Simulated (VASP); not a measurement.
# CdSe (Cmc2_1) in VASP: single point with PBE

Aim: the single point of CdSe with PBE.

All numbers are computed with VASP 6.6.1; they aren't measurements. Logs are shortened: lines on timing, memory, paths and dates and some standing lists are left out, and cuts for length are marked.

## (1) The cell of the first run

The structure is orthorhombic, space group Cmc2_1 (No. 36). The conventional cell has a = 4.297 Å, b = 7.518 Å, c = 7.077 Å, α = 90.00°, β = 90.00°, γ = 90.00°. Within 3.5 Å of Cd (site symmetry m) lie 4 Se at 2.65 Å. Within 3.5 Å of Se (site symmetry m) lie 4 Cd at 2.65 Å.

## (2) Single point, PBE (uniaxial x strain -1.0%)

Input file INCAR:

```
ALGO     = Normal         # electronic algorithm
EDIFF    = 1E-6           # SCF threshold, eV
ENCUT    = 520            # plane-wave cutoff, eV
GGA      = PE             # functional
ISIF     = 2              # what is computed and relaxed
ISMEAR   = -1             # smearing method
LASPH    = T              # aspherical terms in the spheres
LCHARG   = F              # write CHGCAR
LREAL    = F              # projectors in reciprocal space
LWAVE    = F              # write WAVECAR
NBANDS   = 26             # bands
NELM     = 80             # most SCF steps
PREC     = Accurate       # precision mode
SIGMA    = 0.02           # smearing width, eV
```

Input file KPOINTS:

```
k-points
0
Gamma
  12 12 4
```

Input file POSCAR:

```
CdSe
1.0
    4.2973164254      0.0000000000      0.0000000000
   -2.1486582127      3.7591769621      0.0000000000
    0.0000000000      0.0000000000      7.0766459854
Cd Se
2 2
Direct
    0.3329848799      0.6659697597      0.0000891783
    0.6670151201      0.3340302403      0.5000891783
    0.3351368594      0.6702737189      0.3749108217
    0.6648631406      0.3297262811      0.8749108217
```

Potentials or basis: VASP PAW PBE potentials, release 64 (Cd, Se).

On the command line:

```sh
$ cat potpaw_PBE.64/Cd/POTCAR potpaw_PBE.64/Se/POTCAR > POTCAR
$ mpirun -np 1 vasp_std > vasp.out
```

OUTCAR:

```text
EDIFF = 1E-6
   ENCUT = 520
   GGA = PE
   ISIF = 2
   ISMEAR = -1
   LASPH = T
   LREAL = F
   NELM = 80
   PREC = Accurate

 ion  position               nearest neighbor table
   1  0.333  0.666  0.000-   4 2.65   4 2.65   4 2.65   3 2.65
   2  0.667  0.334  0.500-   3 2.65   3 2.65   3 2.65   4 2.65
   3  0.335  0.670  0.375-   2 2.65   2 2.65   2 2.65   1 2.65
   4  0.665  0.330  0.875-   1 2.65   1 2.65   1 2.65   2 2.65

  LATTYP: Found a base centered orthorhombic cell.
 ALAT       =     4.2973164254
 B/A-ratio  =     1.7495462703
 C/A-ratio  =     1.6467593458

  Lattice vectors:

 A1 = (   2.1486582127,  -3.7591769621,   0.0000000000)
 A2 = (   2.1486582127,   3.7591769621,   0.0000000000)
 A3 = (   0.0000000000,   0.0000000000,   7.0766459854)

Analysis of symmetry for initial positions (statically):
=====================================================================
 Subroutine PRICEL returns:
 Original cell was already a primitive cell.

 Routine SETGRP: Setting up the symmetry group for a
 base centered orthorhombic supercell.

 Subroutine GETGRP returns: Found  4 space group operations
 (whereof  2 operations were pure point group operations)
 out of a pool of  8 trial point group operations.

The static configuration has the point symmetry C_1h.
 The point group associated with its full space group is C_2v.

Analysis of symmetry for dynamics (positions and initial velocities):
=====================================================================
 Subroutine PRICEL returns:
 Original cell was already a primitive cell.

 Routine SETGRP: Setting up the symmetry group for a
 base centered orthorhombic supercell.

 Subroutine GETGRP returns: Found  4 space group operations
 (whereof  2 operations were pure point group operations)
 out of a pool of  8 trial point group operations.

The dynamic configuration has the point symmetry C_1h.
 The point group associated with its full space group is C_2v.

 Subroutine INISYM returns: Found  4 space group operations
 (whereof  2 operations are pure point group operations),
 and found     1 'primitive' translations

----------------------------------------------------------------------------------------

                                     Primitive cell

  volume of cell :     114.3188

  direct lattice vectors                    reciprocal lattice vectors
[... 83 lines left out ...]
   ISTART =      0    job   : 0-new  1-cont  2-samecut
   ICHARG =      2    charge: 1-file 2-atom 10-const
   ISPIN  =      1    spin polarized calculation?
   LNONCOLLINEAR =      F non collinear calculations
   LSORBIT =      F    spin-orbit coupling
   LASPH  =      T    aspherical Exc in radial PAW
   ENCUT  =  520.0 eV  38.22 Ry    6.18 a.u.   7.99  8.05 13.16*2*pi/ulx,y,z
   NELM   =     80;   NELMIN=  2; NELMDL= -5     # of ELM steps
   EDIFF  = 0.1E-05   stopping-criterion for ELM
   LREAL  =      F    real-space projection
   EDIFFG = 0.1E-04   stopping-criterion for IOM
   NSW    =      0    number of steps for IOM
   IBRION =     -1    ionic relax: 0-MD 1-quasi-New 2-CG
   NFREE  =      0    steps in history (QN), initial steepest desc. (CG)
   ISIF   =      2    stress and relaxation
   ISYM   =      2    0-nonsym 1-usesym 2-fastsym
   POTIM  = 0.5000    time-step for ionic-motion
   TEBEG  =    0.0;   TEEND  =   0.0 temperature during run
   PSTRESS=    0.0 pullay stress
   NELECT =      36.0000    total number of electrons
   NUPDOWN=      -1.0000    fix difference up-down
   EMIN   =  10.00;   EMAX   =-10.00  energy-range for DOS
   EFERMI =   0.00;   METHOD = LEGACY
   ISMEAR =    -1;   SIGMA  =   0.02  broadening in eV -4-tet -1-fermi 0-gaus
   EFERMI_NEDOS =   21; number of points for ismear=-14 and -15
   IALGO  =     38    algorithm
   IMIX   =      4    mixing-type and parameters
     AMIX     =   0.40;   BMIX     =  1.00
     AMIX_MAG =   1.60;   BMIX_MAG =  1.00
  volume/ion in A,a.u.               =      28.58       192.87
  Fermi-wavevector in a.u.,A,eV,Ry     =   1.113790  2.104757 16.878397  1.240527
  Thomas-Fermi vector in A             =   2.250378
   LORBIT       =      0    0 simple, 1 ext, 2 COOP (PROOUT), +10 PAW based schemes
   GGA     = PE    functional components
   LHFCALC =     F    Hartree Fock is set to
   AEXX    =    0.0000 exact exchange contribution
   IVDW    =     0    specifies the selected vdW correction
   LEPSILON=     F    determine dielectric tensor
   LRPA    =     F    only Hartree local field effects (RPA)
 non-spin polarized calculation
  energy-cutoff  :      520.00
  volume of cell :      114.32
 maximum number of plane-waves:      3106
   NGX = 15   NGY = 17   NGZ = 27

 number of electron      36.0000000 magnetization

 Free energy of the ion-electron system (eV)
  ---------------------------------------------------
  ext. energy  EPLUGINS =         0.00000000
  ---------------------------------------------------
  free energy    TOTEN  =       -10.95863961 eV

  energy without entropy =      -10.95863961  energy(sigma->0) =      -10.95863961

 E-fermi :   1.1505     XC(G=0):  -8.8081

 val. band max:        0.8439162503   @ k =   0.0000   0.0000   0.0000
 cond. band min:       1.4493341265   @ k =   0.0000   0.0000   0.0000
 fundamental gap:      0.6054178762
 Fermi energy:         1.1505213716

 k-point     1 :       0.0000    0.0000    0.0000
  band No.  band energies     occupation
      1     -11.6917      2.00000
      2     -11.3306      2.00000
      3      -7.0566      2.00000
      4      -7.0498      2.00000
      5      -7.0464      2.00000
      6      -6.9852      2.00000
[... 685 lines left out ...]
     25       8.9103      0.00000
     26       9.7721      0.00000

 [... further k-points ...]
[... 5 lines left out ...]
  --------------------------------------------------------------------------------------
  -------------------------------------------------------------------------------------
  Total        1.7408011      1.5533018      1.5527573      0.0000000      0.0000000      0.0000000
  in kB       24.3973215     21.7695203     21.7618892      0.0000000      0.0000000      0.0000000
  external PRESSURE =      22.6429103 kB  Pullay stress =       0.0000000 kB

 VOLUME and BASIS-vectors are now :
 -----------------------------------------------------------------------------
  energy-cutoff  :      520.00
  volume of cell :      114.32
      direct lattice vectors                 reciprocal lattice vectors
     4.297316425  0.000000000  0.000000000     0.232703367  0.133007838  0.000000000
    -2.148658213  3.759176962  0.000000000     0.000000000  0.266015676  0.000000000
     0.000000000  0.000000000  7.076645985     0.000000000  0.000000000  0.141309881

 POSITION                                       TOTAL-FORCE (eV/Angst)
 -----------------------------------------------------------------------------------
      0.00000      2.50350      0.00063         0.000000      0.000555      0.002491
      2.14866      1.25568      3.53895        -0.000000     -0.000555      0.002491
     -0.00000      2.51968      2.65311         0.000000      0.001114     -0.002491
      2.14866      1.23950      6.19143         0.000000     -0.001114     -0.002491
 -----------------------------------------------------------------------------------
    total drift:                               -0.000000     -0.000000      0.000017

  FREE ENERGIE OF THE ION-ELECTRON SYSTEM (eV)
  ---------------------------------------------------
  free  energy   TOTEN  =       -10.9586396099 eV

  energy  without entropy=      -10.9586396091  energy(sigma->0) =      -10.95863961
```

It took 5.4 min on 1 thread of Oxide Virtual Turin-like, shared host; peak memory 0.42 GiB.

What came out:

| Quantity | Value |
| --- | --- |
| Free energy | -10.9586 eV |
| Pressure | 2.3 GPa |
| Band gap on the k mesh | 0.61 eV, direct |

Forces on the atoms (eV/Å):
```
Cd   0.000  0.001  0.002
Cd   0.000 -0.001  0.002
Se   0.000  0.001 -0.002
Se   0.000 -0.001 -0.002
```

Stress tensor (GPa, compression positive):
```
2.44 0.00 0.00
0.00 2.18 0.00
0.00 0.00 2.18
```

Levels at points of the mesh, in eV from the valence-band top:
```tsv
k point	band 15	band 16	band 17	band 18	band 19	band 20	band 21	band 22
(0.00, 0.00, 0.00)	-0.73	-0.08	-0.04	0.00	0.61	2.19	5.81	5.90
(0.50, 0.00, 0.00)	-2.62	-1.84	-1.32	-0.77	3.12	3.30	4.71	6.06
(0.00, 0.50, 0.00)	-2.62	-1.78	-1.35	-0.72	3.21	3.39	4.78	5.99
(0.00, 0.00, 0.50)	-0.43	-0.43	-0.38	-0.38	2.33	2.33	5.80	5.80
(0.50, 0.00, 0.50)	-1.37	-1.37	-1.34	-1.34	2.89	2.89	4.81	4.81
(0.00, 0.50, 0.50)	-1.36	-1.36	-1.29	-1.29	2.90	2.90	4.85	4.85
```

Caveat: the cell differs from its parent crystal (uniaxial x strain -1.0%).
